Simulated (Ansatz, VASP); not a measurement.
**One calculation of Cu, two programs**

Contents of INCAR:

```
PREC     = Accurate       # precision mode
ENCUT    = 520            # plane-wave cutoff, eV
EDIFF    = 1E-6           # SCF threshold, eV
ISMEAR   = -1             # smearing method
SIGMA    = 0.05           # smearing width, eV
LREAL    = False          # projectors in reciprocal space
LASPH    = True           # aspherical terms in the spheres
NELM     = 80             # most SCF steps
ALGO     = Normal         # electronic algorithm
ISIF     = 2              # what is computed and relaxed
LWAVE    = False          # write WAVECAR
LCHARG   = False          # write CHGCAR
LDIPOL   = True         
IDIPOL   = 3            
DIPOL    = 0.5 0.5 0.500
GGA      = PS             # functional
NBANDS   = 36             # bands
```

KPOINTS

```
regular mesh
0
Gamma
  14 14 1
```

POSCAR

```
Cu
1.0
    2.5192775978      0.0000000000      0.0000000000
    0.0000000000      2.5192775978      0.0000000000
    0.0000000000      0.0000000000     20.0278000000
Cu
5
Direct
    0.0000000000      0.0000000000      0.3245488341
    0.5000000000      0.5000000000      0.4106664633
    0.0000000000      0.0000000000      0.5000000921
    0.5000000000      0.5000000000      0.5893335851
    0.0000000000      0.0000000000      0.6754511659
```

Input for Ansatz:

```yaml
crystal:
  lattice:
    - [2.5192775978, 0.0, 0.0]
    - [0.0, 2.5192775978, 0.0]
    - [0.0, 0.0, 20.0278]
  atoms:
    - { symbol: Cu, position: [0.0, 0.0, 0.3245488341] }
    - { symbol: Cu, position: [0.5, 0.5, 0.4106664633] }
    - { symbol: Cu, position: [0.0, 0.0, 0.5000000921] }
    - { symbol: Cu, position: [0.5, 0.5, 0.5893335851] }
    - { symbol: Cu, position: [0.0, 0.0, 0.6754511659] }
kpoints:
  mp_grid: { grid: [14, 14, 1] }
scf:
  occupations: { method: fermi_dirac, width: 0.05 }
hamiltonian:
  xc: pbesol
  pseudopotentials: { kind: all_electron, lapw: { basis_error: 0.001 } }
output:
  forces: true
  stress: true
  eigenvalues: true
efield:
  axis: 3
  amplitude: 0
  dipole_correction: true
```

Alike in both runs: task single point; functional PBEsol; k mesh 14 × 14 × 1; occupations fermi-dirac, width 0.05 eV; no spin polarisation.

|  | VASP | Ansatz |
| --- | --- | --- |
| version | VASP 6.6.1 | Ansatz 0.2.0 |
| potentials or method | VASP PAW PBE potentials, release 64 (Cu), cutoff 520 eV | all-electron LAPW, scalar-relativistic |

|  | VASP | Ansatz | Ansatz less VASP |
| --- | --- | --- | --- |
| rms of the force components (eV/Å) | 0.011 | 0.005 | -0.0061 |

VASP's potentials were made for PBE, not for PBEsol. Atom by atom the forces differ by 0.013 eV/Å (rms over components). Ansatz ran all-electron here, and VASP with PAW potentials.
